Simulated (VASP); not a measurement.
A run of VASP 6.6.1 is set up as follows.

Contents of POSCAR:

```
RbBr
1.0
    4.2498596190      0.0000000000      0.0000000000
    0.0000000000      4.0951317203      0.0000000000
    0.0000000000      0.0000000000      4.0951317203
Rb Br
1 1
Direct
    0.0000000000      0.0000000000      0.0000000000
    0.5000000000      0.5000000000      0.5000000000
```

Contents of INCAR.step1:

```
SYSTEM = RbBr
ALGO = Normal
EDIFF = 1E-4
ENCUT = 520
GGA = PE
ISMEAR = 0
LASPH = .True.
LCHARG = .False.
LREAL = .False.
LWAVE = .True.
NBANDS = 15
NELM = 80
PREC = Accurate
SIGMA = 0.02
```

INCAR.step2

```
SYSTEM = RbBr
ALGO = Normal
EDIFF = 1E-6
ENCUT = 520
ISIF = 2
ISMEAR = 0
ISTART = 1
LASPH = .True.
LCHARG = .True.
LELF = .True.
LMIXTAU = .True.
LREAL = .False.
LVHAR = .True.
LWAVE = .False.
METAGGA = R2SCAN
NBANDS = 15
NELM = 80
PREC = Accurate
SIGMA = 0.02
```

File KPOINTS:

```
k-points
0
Gamma
  6 6 6
  0 0 0
```

Potentials or basis: VASP PAW PBE potentials, release 64 (Rb_sv, Br).

Launch:

```sh
$ cat potpaw_PBE.64/Rb_sv/POTCAR potpaw_PBE.64/Br/POTCAR > POTCAR
$ cp INCAR.step1 INCAR
$ mpirun -np 1 vasp_std > vasp.out
$ cp INCAR.step2 INCAR
$ mpirun -np 1 vasp_std > vasp.out
```

Q: Estimate the band gap on the k mesh.

A: 4.70 eV (least direct gap 4.85 eV).

Q: Estimate the pressure.

A: -0.2 GPa.

Stress tensor (GPa, compression positive):
```
-0.94  0.00  0.00
 0.00  0.18  0.00
 0.00  0.00  0.18
```

Caveat: the cell differs from its parent crystal (uniaxial strain along a: +3.0 %); the PAW data sets were made with another functional, which shifts forces and pressure a little. A k mesh can miss the band edges.
